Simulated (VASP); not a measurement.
# ScAl3 (Pm-3m) in VASP: further runs, part 2 of 2

VASP 6.6.1. The steps go on from the part before.

### Step 3. Single point, PBE

Input file INCAR:

```
PREC     = Accurate       # precision mode
ENCUT    = 520            # plane-wave cutoff, eV
EDIFF    = 1E-6           # SCF threshold, eV
ISMEAR   = 0              # smearing method
SIGMA    = 0.1            # smearing width, eV
LREAL    = False          # projectors in reciprocal space
LASPH    = True           # aspherical terms in the spheres
NELM     = 60             # most SCF steps
ALGO     = Fast           # electronic algorithm
ISIF     = 2              # what is computed and relaxed
LWAVE    = False          # write WAVECAR
LCHARG   = False          # write CHGCAR
GGA      = PE             # functional
NBANDS   = 18             # bands
```

Input file KPOINTS:

```
Automatic mesh
0
Gamma
  16 16 16
```

Input file POSCAR:

```
ScAl3
1.0
    4.1054658854      0.0000000000      0.0000000000
    0.0000000000      4.1054658854      0.0000000000
    0.0000000000      0.0000000000      4.1054658854
Al Sc
3 1
Direct
    0.0000000000      0.5000000000      0.5000000000
    0.5000000000      0.0000000000      0.5000000000
    0.5000000000      0.5000000000      0.0000000000
    0.0000000000      0.0000000000      0.0000000000
```

Potentials or basis: VASP PAW PBE potentials, release 64 (Al, Sc_sv).

Run with:

```bash
$ cat potpaw_PBE.64/Al/POTCAR potpaw_PBE.64/Sc_sv/POTCAR > POTCAR
$ mpirun -np 1 vasp_std > vasp.out
```

Wall time 1.7 min (1 thread of AMD EPYC 9R45 (Zen 5), shared host); peak memory 0.29 GiB.

Results (log left out):

- Free energy: -19.3026 eV
- Pressure: 0.0 GPa
- Band gap on the k mesh: zero (bands 10 and 11 overlap by 3.88 eV)

Levels at points of the mesh, in eV from the Fermi level:
```csv
k point,band 8,band 9,band 10,band 11,band 12,band 13
"(0.00, 0.00, 0.00)",-1.82,-1.82,-1.82,1.26,1.29,1.29
"(0.50, 0.00, 0.00)",-1.71,-1.46,0.79,0.98,0.98,1.35
"(0.50, 0.50, 0.00)",-4.34,-0.54,-0.54,1.19,1.35,2.05
"(0.50, 0.50, 0.50)",-4.43,-2.95,-2.95,-2.95,0.92,2.57
```

### Step 4. Relaxation of cell and atoms, PBE

This run uses another cell than the first one, of 17.23 Å³/atom.

Input file INCAR:

```
SYSTEM = ScAl3
PREC = Accurate
ENCUT = 600
EDIFF = 1E-6
ISMEAR = 0
SIGMA = 0.1
LREAL = .FALSE.
LASPH = .TRUE.
NELM = 100
ALGO = Fast
ISIF = 3
LWAVE = .FALSE.
LCHARG = .FALSE.
GGA = PE
IBRION = 2
NSW = 80
EDIFFG = -0.003
```

Input file KPOINTS:

```
Automatic mesh
0
G
  16 16 16
  0 0 0
```

Input file POSCAR:

```
ScAl3
1.0
    4.1000000000      0.0000000000      0.0000000000
    0.0000000000      4.1000000000      0.0000000000
    0.0000000000      0.0000000000      4.1000000000
Al Sc
3 1
Direct
    0.0000000000      0.5000000000      0.5000000000
    0.5000000000      0.0000000000      0.5000000000
    0.5000000000      0.5000000000      0.0000000000
    0.0000000000      0.0000000000      0.0000000000
```

Potentials or basis: VASP PAW PBE potentials, release 64 (Al, Sc_sv).

Run with:

```bash
$ cat potpaw_PBE.64/Al/POTCAR potpaw_PBE.64/Sc_sv/POTCAR > POTCAR
$ mpirun -np 1 vasp_std > vasp.out
```

OUTCAR:

```text
SYSTEM = ScAl3
   PREC = Accurate
   ENCUT = 600
   EDIFF = 1E-6
   ISMEAR = 0
   LREAL = .FALSE.
   LASPH = .TRUE.
   NELM = 100
   ISIF = 3
   GGA = PE
   IBRION = 2
   NSW = 80
   EDIFFG = -0.003

 ion  position               nearest neighbor table
   1  0.000  0.500  0.500-   2 2.90   3 2.90   4 2.90   3 2.90   4 2.90   2 2.90   4 2.90   4 2.90
                             2 2.90   3 2.90   3 2.90   2 2.90
   2  0.500  0.000  0.500-   1 2.90   3 2.90   4 2.90   3 2.90   4 2.90   1 2.90   3 2.90   3 2.90
                             1 2.90   4 2.90   4 2.90   1 2.90
   3  0.500  0.500  0.000-   1 2.90   2 2.90   4 2.90   1 2.90   2 2.90   2 2.90   4 2.90   2 2.90
                             1 2.90   4 2.90   1 2.90   4 2.90
   4  0.000  0.000  0.000-   1 2.90   2 2.90   3 2.90   1 2.90   2 2.90   1 2.90   3 2.90   1 2.90
                             2 2.90   3 2.90   2 2.90   3 2.90

  LATTYP: Found a simple cubic cell.
[... 319 lines left out ...]

 k-point     1 :       0.0000    0.0000    0.0000
  band No.  band energies     occupation
      1     -41.8701      2.00000
      2     -20.5688      2.00000
      3     -20.5688      2.00000
      4     -20.5688      2.00000
      5      -2.8081      2.00000
      6       4.5456      2.00000
      7       4.5456      2.00000
      8       5.3440      2.00000
      9       5.3440      2.00000
     10       5.3440      2.00000
     11       8.4192      0.00000
     12       8.4488      0.00000
     13       8.4488      0.00000
     14       8.4488      0.00000
[... 377 lines left out ...]
      1     -41.8687      2.00000
      2     -20.5984      2.00000
      3     -20.5706      2.00000
      4     -20.5660      2.00000
      5      -0.8423      2.00000
      6       0.0122      2.00000
      7       4.6525      2.00000
      8       5.4123      2.00000
      9       5.5642      2.00000
     10       7.6317      0.00000
     11       7.9931      0.00000
     12       8.3237      0.00000
     13       8.9459      0.00000
     14       9.3446      0.00000

 [... further k-points ...]
[... 5 lines left out ...]
  --------------------------------------------------------------------------------------
  -------------------------------------------------------------------------------------
  Total       -0.0009952     -0.0009952     -0.0009952      0.0000000      0.0000000      0.0000000
  in kB       -0.0230271     -0.0230271     -0.0230271      0.0000000      0.0000000      0.0000000
  external PRESSURE =      -0.0230271 kB  Pullay stress =       0.0000000 kB
[... 19 lines left out ...]
  FREE ENERGIE OF THE ION-ELECTRON SYSTEM (eV)
  ---------------------------------------------------
  free  energy   TOTEN  =       -19.3033230034 eV

  energy  without entropy=      -19.2971021294  energy(sigma->0) =      -19.30021257

 reached required accuracy - stopping structural energy minimisation
```

CONTCAR:

```text
ScAl3
   1.00000000000000
     4.1063453261912279   -0.0000000000000000   -0.0000000000000000
    -0.0000000000000000    4.1063453261912279   -0.0000000000000000
     0.0000000000000000    0.0000000000000000    4.1063453261912279
  Al              Sc
     3     1
Direct
     0.0000000000000000    0.5000000000000000    0.5000000000000000
     0.5000000000000000    0.0000000000000000    0.5000000000000000
     0.5000000000000000    0.5000000000000000    0.0000000000000000
     0.0000000000000000    0.0000000000000000    0.0000000000000000

  0.00000000E+00  0.00000000E+00  0.00000000E+00
  0.00000000E+00  0.00000000E+00  0.00000000E+00
  0.00000000E+00  0.00000000E+00  0.00000000E+00
  0.00000000E+00  0.00000000E+00  0.00000000E+00
```

Run time: 5.4 min. Hardware: 1 thread of AMD EPYC 9R45 (Zen 5), shared host; peak memory 0.34 GiB.

What came out:

| Property | Result |
| --- | --- |
| Free energy | -19.3033 eV |
| Relaxed volume | 17.31 Å³/atom |
| Relaxed cell | a = 4.106 Å, b = 4.106 Å, c = 4.106 Å, α = 90.00°, β = 90.00°, γ = 90.00° |
| Space group after relaxing (to 0.1 Å) | Pm-3m (No. 221) |
| Energy gained by relaxing | 0.1 meV/atom |
| Ionic steps | 4 |
| Pressure after relaxing | 0.0 GPa |
| Band gap on the k mesh | zero (bands 10 and 11 overlap by 3.87 eV) |

Step by step:
```
step  energy change (eV)  largest force (eV/Å)  pressure (GPa)  volume (Å³)
   1              0.0000                0.0000            0.44        68.92
   2             -0.0003                0.0000           -0.22        69.39
   3             -0.0004                0.0000            0.03        69.22
   4             -0.0004                0.0000            0.00        69.24
```

Final structure:
```
Al Sc
1.0
     4.10635    0.00000    0.00000
     0.00000    4.10635    0.00000
     0.00000    0.00000    4.10635
Al Sc
3 1
Direct
  0.00000 0.50000 0.50000
  0.50000 0.00000 0.50000
  0.50000 0.50000 0.00000
  0.00000 0.00000 0.00000
```
